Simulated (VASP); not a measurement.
# BeZnSe2 (P4/nmm) in VASP: single point with PBE

Aim: the single point of BeZnSe2 with PBE.

Everything below comes from runs of VASP 6.6.1. Logs are shortened: lines on timing, memory, paths and dates and some standing lists are left out, and cuts for length are marked.

### 1 The cell of the first run

It takes space group P4/nmm (No. 129, tetragonal). Conventional cell: a = 3.739 Å, b = 3.739 Å, c = 14.801 Å, α = 90.00°, β = 90.00°, γ = 90.00°. Be (site symmetry 4mm) has 5 Se at 2.15 to 2.70 Å within 2.8 Å. Zn (site symmetry -4m2) has 4 Se at 2.49 Å and 4 Zn at 2.64 Å within 3.3 Å. Se (site symmetry 4mm) has 4 Zn at 2.49 Å within 3.3 Å. Within 2.8 Å of Se (site symmetry 4mm) lie 5 Be at 2.15 to 2.70 Å.

The cell was generated, and may not be a known phase.

### 2 Single point, PBE

INCAR reads:

```
  PREC = Accurate
  ENCUT = 520
  EDIFF = 1E-7
  ISMEAR = 0
  SIGMA = 0.1
  LREAL = F
  LASPH = T
  NELM = 60
  ALGO = Normal
  ISIF = 2
  LWAVE = F
  LCHARG = F
  GGA = PE
  NBANDS = 36
```

KPOINTS reads:

```
regular mesh
0
Gamma
  4 4 2
```

POSCAR reads:

```
BeZnSe2
1.0
    3.7394979145      0.0000000000      0.0000000000
    0.0000000000      3.7394979145      0.0000000000
    0.0000000000      0.0000000000     14.8013559699
Be Zn Se
2 2 4
Direct
    0.0000000000      0.5000000000      0.5544244669
    0.5000000000      0.0000000000      0.4455755331
    0.0000000000      0.0000000000      0.0000000000
    0.5000000000      0.5000000000      0.0000000000
    0.0000000000      0.5000000000      0.1106119489
    0.5000000000      0.0000000000      0.8893880511
    0.0000000000      0.5000000000      0.4092947509
    0.5000000000      0.0000000000      0.5907052491
```

Potentials or basis: VASP PAW PBE potentials, release 64 (Be, Zn, Se).

Run with:

```bash
> cat potpaw_PBE.64/Be/POTCAR potpaw_PBE.64/Zn/POTCAR potpaw_PBE.64/Se/POTCAR > POTCAR
> mpirun -np 1 vasp_std > vasp.out
```

OUTCAR:

```text
PREC = Accurate
   ENCUT = 520
   EDIFF = 1E-7
   ISMEAR = 0
   LREAL = F
   LASPH = T
   NELM = 60
   ISIF = 2
   GGA = PE

 ion  position               nearest neighbor table
   1  0.000  0.500  0.554-   7 2.15
   2  0.500  0.000  0.446-   8 2.15
   3  0.000  0.000  0.000-   5 2.49   6 2.49   5 2.49   6 2.49   4 2.64   4 2.64   4 2.64   4 2.64

   4  0.500  0.500  0.000-   5 2.49   6 2.49   6 2.49   5 2.49   3 2.64   3 2.64   3 2.64   3 2.64

   5  0.000  0.500  0.111-   3 2.49   4 2.49   3 2.49   4 2.49
   6  0.500  0.000  0.889-   3 2.49   4 2.49   4 2.49   3 2.49
   7  0.000  0.500  0.409-   1 2.15
   8  0.500  0.000  0.591-   2 2.15

  LATTYP: Found a simple tetragonal cell.
 ALAT       =     3.7394979145
 C/A-ratio  =     3.9581131768

  Lattice vectors:

 A1 = (   3.7394979145,   0.0000000000,   0.0000000000)
 A2 = (   0.0000000000,   3.7394979145,   0.0000000000)
 A3 = (   0.0000000000,   0.0000000000,  14.8013559699)

Analysis of symmetry for initial positions (statically):
=====================================================================
 Subroutine PRICEL returns:
 Original cell was already a primitive cell.

 Routine SETGRP: Setting up the symmetry group for a
 simple tetragonal supercell.

 Subroutine GETGRP returns: Found 16 space group operations
 (whereof  8 operations were pure point group operations)
 out of a pool of 16 trial point group operations.

The static configuration has the point symmetry D_2d.
 The point group associated with its full space group is D_4h.

Analysis of symmetry for dynamics (positions and initial velocities):
=====================================================================
 Subroutine PRICEL returns:
 Original cell was already a primitive cell.

 Routine SETGRP: Setting up the symmetry group for a
 simple tetragonal supercell.

 Subroutine GETGRP returns: Found 16 space group operations
 (whereof  8 operations were pure point group operations)
 out of a pool of 16 trial point group operations.

The dynamic configuration has the point symmetry D_2d.
 The point group associated with its full space group is D_4h.

 Subroutine INISYM returns: Found 16 space group operations
 (whereof  8 operations are pure point group operations),
 and found     1 'primitive' translations

----------------------------------------------------------------------------------------

                                     Primitive cell

  volume of cell :     206.9799

  direct lattice vectors                    reciprocal lattice vectors
     3.739497914  0.000000000  0.000000000     0.267415579  0.000000000  0.000000000
     0.000000000  3.739497914  0.000000000     0.000000000  0.267415579  0.000000000
     0.000000000  0.000000000 14.801355970     0.000000000  0.000000000  0.067561378

  length of vectors
     3.739497914  3.739497914 14.801355970     0.267415579  0.267415579  0.067561378

  position of ions in fractional coordinates (direct lattice)
     0.000000000  0.500000000  0.554424467
     0.500000000  0.000000000  0.445575533
     0.000000000  0.000000000  0.000000000
     0.500000000  0.500000000  0.000000000
     0.000000000  0.500000000  0.110611949
     0.500000000  0.000000000  0.889388051
     0.000000000  0.500000000  0.409294751
     0.500000000  0.000000000  0.590705249

  ion indices of the primitive-cell ions
   primitive index   ion index
                 1           1
                 2           2
                 3           3
                 4           4
                 5           5
                 6           6
                 7           7
                 8           8

----------------------------------------------------------------------------------------

 KPOINTS: regular mesh

Automatic generation of k-mesh.
 Grid dimensions read from file:
 generate k-points for:    4    4    2

 Generating k-lattice:

  Cartesian coordinates                     Fractional coordinates (reciprocal lattice)
     0.066853895  0.000000000  0.000000000     0.250000000  0.000000000  0.000000000
     0.000000000  0.066853895  0.000000000     0.000000000  0.250000000  0.000000000
     0.000000000  0.000000000  0.033780689     0.000000000  0.000000000  0.500000000

  Length of vectors
     0.066853895  0.066853895  0.033780689

  Shift w.r.t. Gamma in fractional coordinates (k-lattice)
     0.000000000  0.000000000  0.000000000

 Subroutine IBZKPT returns following result:
 ===========================================

 Found     12 irreducible k-points:

 Following reciprocal coordinates:
            Coordinates               Weight
  0.000000  0.000000  0.000000      1.000000
  0.250000  0.000000  0.000000      4.000000
  0.500000  0.000000  0.000000      2.000000
  0.250000  0.250000  0.000000      4.000000
  0.500000  0.250000  0.000000      4.000000
  0.500000  0.500000  0.000000      1.000000
  0.000000  0.000000  0.500000      1.000000
  0.250000  0.000000  0.500000      4.000000
  0.500000  0.000000  0.500000      2.000000
  0.250000  0.250000  0.500000      4.000000
  0.500000  0.250000  0.500000      4.000000
  0.500000  0.500000  0.500000      1.000000
   k-points           NKPTS =     12   k-points in BZ     NKDIM =     12   number of bands    NBANDS=     36
   number of dos      NEDOS =    301   number of ions     NIONS =      8
   total plane-waves  NPLWV =  87808
   dimension x,y,z NGX =    28 NGY =   28 NGZ =  112
   dimension x,y,z NGXF=    56 NGYF=   56 NGZF=  224
   ions per type =               2   2   4
   NGX,Y,Z   is equivalent  to a cutoff of  12.45, 12.45, 12.58 a.u.
   NGXF,Y,Z  is equivalent  to a cutoff of  24.90, 24.90, 25.16 a.u.
 SYSTEM =  unknown system
   PREC   = accura    normal or accurate (medium, high low for compatibility)
   ISTART =      0    job   : 0-new  1-cont  2-samecut
   ICHARG =      2    charge: 1-file 2-atom 10-const
   ISPIN  =      1    spin polarized calculation?
   LNONCOLLINEAR =      F non collinear calculations
   LSORBIT =      F    spin-orbit coupling
   LASPH  =      T    aspherical Exc in radial PAW
   ENCUT  =  520.0 eV  38.22 Ry    6.18 a.u.   6.95  6.95 27.52*2*pi/ulx,y,z
   NELM   =     60;   NELMIN=  2; NELMDL= -5     # of ELM steps
   EDIFF  = 0.1E-06   stopping-criterion for ELM
   LREAL  =      F    real-space projection
   EDIFFG = 0.1E-05   stopping-criterion for IOM
   NSW    =      0    number of steps for IOM
   IBRION =     -1    ionic relax: 0-MD 1-quasi-New 2-CG
   NFREE  =      0    steps in history (QN), initial steepest desc. (CG)
   ISIF   =      2    stress and relaxation
   ISYM   =      2    0-nonsym 1-usesym 2-fastsym
   POTIM  = 0.5000    time-step for ionic-motion
   TEBEG  =    0.0;   TEEND  =   0.0 temperature during run
   PSTRESS=    0.0 pullay stress
   NELECT =      52.0000    total number of electrons
   NUPDOWN=      -1.0000    fix difference up-down
   EMIN   =  10.00;   EMAX   =-10.00  energy-range for DOS
   EFERMI =   0.00;   METHOD = LEGACY
   ISMEAR =     0;   SIGMA  =   0.10  broadening in eV -4-tet -1-fermi 0-gaus
   EFERMI_NEDOS =   21; number of points for ismear=-14 and -15
   IALGO  =     38    algorithm
   IMIX   =      4    mixing-type and parameters
     AMIX     =   0.40;   BMIX     =  1.00
     AMIX_MAG =   1.60;   BMIX_MAG =  1.00
  volume/ion in A,a.u.               =      25.87       174.60
  Fermi-wavevector in a.u.,A,eV,Ry     =   1.032999  1.952085 14.518600  1.067087
  Thomas-Fermi vector in A             =   2.167224
   LORBIT       =      0    0 simple, 1 ext, 2 COOP (PROOUT), +10 PAW based schemes
   GGA     = PE    functional components
   LHFCALC =     F    Hartree Fock is set to
   AEXX    =    0.0000 exact exchange contribution
   IVDW    =     0    specifies the selected vdW correction
   LEPSILON=     F    determine dielectric tensor
   LRPA    =     F    only Hartree local field effects (RPA)
 non-spin polarized calculation
 Gauss-broadening in eV      SIGMA  =   0.10
  energy-cutoff  :      520.00
  volume of cell :      206.98
 maximum number of plane-waves:      5608
 NGX is ok and might be reduce to    28
   NGX = 13   NGY = 13   NGZ = 55

 number of electron      52.0000065 magnetization

 Free energy of the ion-electron system (eV)
  ---------------------------------------------------
  ext. energy  EPLUGINS =         0.00000000
  ---------------------------------------------------
  free energy    TOTEN  =       -25.84712908 eV

  energy without entropy =      -25.84712908  energy(sigma->0) =      -25.84712908

 E-fermi :   1.2814     XC(G=0):  -7.9073

 val. band max:        0.8313114959   @ k =   0.2500   0.0000   0.0000
 cond. band min:       1.8126656114   @ k =   0.5000   0.5000   0.0000
 fundamental gap:      0.9813541154
 Fermi energy:         1.2814244135

 k-point     1 :       0.0000    0.0000    0.0000
  band No.  band energies     occupation
      1     -12.8487      2.00000
      2     -12.3223      2.00000
      3     -11.9557      2.00000
      4     -11.2118      2.00000
      5      -6.7943      2.00000
      6      -6.7723      2.00000
[... 28 lines left out ...]
     35       6.5468      0.00000
     36       6.5468      0.00000

 k-point     2 :       0.2500    0.0000    0.0000
  band No.  band energies     occupation
      1     -12.5236      2.00000
      2     -11.9933      2.00000
      3     -11.8587      2.00000
      4     -11.1336      2.00000
      5      -6.6476      2.00000
      6      -6.5737      2.00000
[... 28 lines left out ...]
     35       6.7528      0.00000
     36       6.8523      0.00000

 k-point     3 :       0.5000    0.0000    0.0000
  band No.  band energies     occupation
      1     -11.9551      2.00000
      2     -11.9551      2.00000
      3     -11.3418      2.00000
      4     -11.3418      2.00000
      5      -6.2922      2.00000
      6      -6.2922      2.00000
[... 28 lines left out ...]
     35       6.5158      0.00000
     36       6.5158      0.00000

 k-point     4 :       0.2500    0.2500    0.0000
  band No.  band energies     occupation
      1     -12.2308      2.00000
      2     -11.7380      2.00000
      3     -11.6847      2.00000
      4     -11.0185      2.00000
      5      -6.7899      2.00000
      6      -6.4384      2.00000
[... 28 lines left out ...]
     35       6.4441      0.00000
     36       6.7489      0.00000

 k-point     5 :       0.5000    0.2500    0.0000
  band No.  band energies     occupation
      1     -11.7534      2.00000
      2     -11.7534      2.00000
      3     -11.1160      2.00000
      4     -11.1160      2.00000
      5      -6.6030      2.00000
      6      -6.6030      2.00000
[... 28 lines left out ...]
     35       7.3176      0.00000
     36       7.3176      0.00000

 k-point     6 :       0.5000    0.5000    0.0000
  band No.  band energies     occupation
      1     -11.5290      2.00000
      2     -11.5290      2.00000
      3     -10.8575      2.00000
      4     -10.8575      2.00000
      5      -6.7809      2.00000
      6      -6.7809      2.00000
[... 28 lines left out ...]
     35       7.8776      0.00000
     36       7.8776      0.00000

 k-point     7 :       0.0000    0.0000    0.5000
  band No.  band energies     occupation
      1     -12.8486      2.00000
      2     -12.3228      2.00000
      3     -11.9550      2.00000
      4     -11.2121      2.00000
      5      -6.7942      2.00000
      6      -6.7723      2.00000
[... 28 lines left out ...]
     35       6.5494      0.00000
     36       6.5909      0.00000

 k-point     8 :       0.2500    0.0000    0.5000
  band No.  band energies     occupation
      1     -12.5235      2.00000
      2     -11.9944      2.00000
      3     -11.8575      2.00000
      4     -11.1338      2.00000
      5      -6.6476      2.00000
      6      -6.5737      2.00000
[... 28 lines left out ...]
     35       6.7650      0.00000
     36       6.8400      0.00000

 k-point     9 :       0.5000    0.0000    0.5000
  band No.  band energies     occupation
      1     -11.9551      2.00000
      2     -11.9551      2.00000
      3     -11.3418      2.00000
      4     -11.3418      2.00000
      5      -6.2922      2.00000
      6      -6.2922      2.00000
[... 28 lines left out ...]
     35       6.3806      0.00000
     36       6.3806      0.00000

 k-point    10 :       0.2500    0.2500    0.5000
  band No.  band energies     occupation
      1     -12.2307      2.00000
      2     -11.7399      2.00000
      3     -11.6828      2.00000
      4     -11.0186      2.00000
      5      -6.7899      2.00000
      6      -6.4384      2.00000
[... 28 lines left out ...]
     35       6.6070      0.00000
     36       6.7267      0.00000

 k-point    11 :       0.5000    0.2500    0.5000
  band No.  band energies     occupation
      1     -11.7534      2.00000
      2     -11.7534      2.00000
      3     -11.1160      2.00000
      4     -11.1160      2.00000
      5      -6.6030      2.00000
      6      -6.6030      2.00000
[... 28 lines left out ...]
     35       7.3859      0.00000
     36       7.3859      0.00000

 k-point    12 :       0.5000    0.5000    0.5000
  band No.  band energies     occupation
      1     -11.5290      2.00000
      2     -11.5290      2.00000
      3     -10.8575      2.00000
      4     -10.8575      2.00000
      5      -6.7809      2.00000
      6      -6.7809      2.00000
[... 28 lines left out ...]
     35       8.1643      0.00000
     36       8.1643      0.00000

------------------------ aborting loop because EDIFF is reached ----------------------------------------

  FORCE on cell =-STRESS in cart. coord.  units (eV):
  Direction    XX          YY          ZZ          XY          YZ          ZX
  --------------------------------------------------------------------------------------
  -------------------------------------------------------------------------------------
  Total        0.1593081      0.1593081      0.3725449      0.0000000      0.0000000      0.0000000
  in kB        1.2331627      1.2331627      2.8837735      0.0000000      0.0000000      0.0000000
  external PRESSURE =       1.7833663 kB  Pullay stress =       0.0000000 kB

 VOLUME and BASIS-vectors are now :
 -----------------------------------------------------------------------------
  energy-cutoff  :      520.00
  volume of cell :      206.98
      direct lattice vectors                 reciprocal lattice vectors
     3.739497914  0.000000000  0.000000000     0.267415579  0.000000000  0.000000000
     0.000000000  3.739497914  0.000000000     0.000000000  0.267415579  0.000000000
     0.000000000  0.000000000 14.801355970     0.000000000  0.000000000  0.067561378

 POSITION                                       TOTAL-FORCE (eV/Angst)
 -----------------------------------------------------------------------------------
      0.00000      1.86975      8.20623        -0.000000     -0.000000      0.035538
      1.86975      0.00000      6.59512        -0.000000      0.000000     -0.035538
      0.00000      0.00000      0.00000        -0.000000      0.000000     -0.000000
      1.86975      1.86975      0.00000         0.000000     -0.000000     -0.000000
      0.00000      1.86975      1.63721        -0.000000      0.000000      0.056037
      1.86975      0.00000     13.16415        -0.000000      0.000000     -0.056037
      0.00000      1.86975      6.05812        -0.000000      0.000000     -0.032369
      1.86975      0.00000      8.74324        -0.000000      0.000000      0.032369
 -----------------------------------------------------------------------------------
    total drift:                                0.000000      0.000000     -0.000000

  FREE ENERGIE OF THE ION-ELECTRON SYSTEM (eV)
  ---------------------------------------------------
  free  energy   TOTEN  =       -25.8471290785 eV

  energy  without entropy=      -25.8471290784  energy(sigma->0) =      -25.84712908
```

Run time: 85 s. Hardware: 1 thread of Intel Xeon 8259CL, shared host; peak memory 0.32 GiB.

What came out:

- Free energy: -25.8471 eV
- Pressure: 0.2 GPa
- Largest force: 0.056 eV/Å
- Band gap on the k mesh: 0.98 eV (least direct gap 1.46 eV)

Forces on the atoms (eV/Å):
```
Be   0.000  0.000  0.036
Be   0.000  0.000 -0.036
Zn   0.000  0.000  0.000
Zn   0.000  0.000  0.000
Se   0.000  0.000  0.056
Se   0.000  0.000 -0.056
Se   0.000  0.000 -0.032
Se   0.000  0.000  0.032
```

Caveat: the k points lie up to 0.42 Å⁻¹ apart.
